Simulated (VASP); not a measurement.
CrO2, 6 atoms in the cell. The structure is orthorhombic, space group Cmm2 (No. 35). The conventional cell has a = 6.252 Å, b = 6.252 Å, c = 2.917 Å, α = 90.00°, β = 90.00°, γ = 90.00°. Within 2.5 Å of Cr (site symmetry mm2) lie 6 O at 1.88 to 1.92 Å. Within 2.4 Å of Cr (site symmetry mm2) lie 6 O at 1.82 to 2.02 Å. O (site symmetry m) has 3 Cr at 1.82 to 2.02 Å and 1 O at 2.49 Å within 2.5 Å. Within 2.5 Å of O (site symmetry m) lie 3 Cr at 1.89 to 1.92 Å and 1 O at 2.49 Å. 

```yaml
Program: VASP 6.6.1
Task: single point
Functional: PBE
Potentials_or_basis: VASP PAW PBE potentials, release 64 (Cr_pv, O)
Cutoff: 520 eV
k_mesh: 4 × 4 × 6
Occupations: fermi-dirac, width 0.1 eV
Spin: collinear spin, antiferromagnetic start
Starting_moments: "[2.1, -2.1, 0.0, 0.0, 0.0, 0.0] μB"
Hubbard_terms: Cr d U = 2.9 eV, J = 0.9 eV
Dipole_correction: no
LDAUTYPE: 1
Hund's_J: 0.9
Further_INCAR_settings: ALGO = Normal; EDIFF = 1e-06; NBANDS = 37
```

Potentials or basis: VASP PAW PBE potentials, release 64 (Cr_pv, O).

The run is started by

```bash
$ cat potpaw_PBE.64/Cr_pv/POTCAR potpaw_PBE.64/O/POTCAR > POTCAR
$ mpirun -np 1 vasp_std > vasp.out
```

Hardware: 1 thread of Intel(R) Xeon(R) 6975P-C (Granite Rapids), on a shared host.

Task: How long does it take, and how much memory?

Result: Run time: 53 s on 1 thread of Intel(R) Xeon(R) 6975P-C (Granite Rapids), with other jobs on the host, peak memory 0.24 GiB. Counts: scf iterations 18, k points 28.
